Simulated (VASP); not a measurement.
**O2: single point with LDA**

The system is O2, in a box.

```xyz
2
Lattice="9.0000 0.0000 0.0000 0.0000 9.5000 0.0000 0.0000 0.0000 10.0000" Properties=species:S:1:pos:R:3 pbc="T T T"
O     4.5000    4.7500    4.4001
O     4.5000    4.7500    5.5999
```

- Program: VASP 6.6.1
- Task: single point
- Functional: LDA
- Potentials or basis: VASP PAW LDA potentials, release 64 (O)
- Cutoff: 520 eV
- k mesh: 1 × 1 × 1
- Occupations: fermi-dirac, width 0.02 eV
- Spin: collinear spin, ferromagnetic start
- Starting moments: [1.0, 1.0] μB
- Dipole correction: no
- Further INCAR settings: ALGO = Normal; EDIFF = 1e-06; NBANDS = 17

```json
{
 "Largest force": "1.795 eV/Å",
 "Gap between the frontier levels": "1.97 eV",
 "Net moment": "2.00 μB per cell",
 "Site moments": "O +0.80 μB",
 "Valence electrons inside the program's atomic spheres": "O 4.92"
}
```

Forces on the atoms (eV/Å):
```
O    0.000  0.000 -1.795
O    0.000  0.000  1.795
```

Levels at points of the mesh, in eV from the valence-band top:
Spin up:
```csv
k point,band 4,band 5,band 6,band 7,band 8,band 9,band 10,band 11
"(0.00, 0.00, 0.00)",-6.97,-6.95,0.00,0.00,6.45,7.70,7.97,8.02
```
Spin down:
| k point | band 3 | band 4 | band 5 | band 6 | band 7 | band 8 |
| --- | --- | --- | --- | --- | --- | --- |
| (0.00, 0.00, 0.00) | -5.86 | -5.32 | -5.32 | 1.97 | 1.97 | 6.50 |

Run time: 30 s on 1 thread of AMD EPYC 9R45 96-Core Processor (Zen 5), with other jobs on the host, peak memory 0.61 GiB.

Caveat: the standard files for N, O and F lose accuracy on very short bonds.
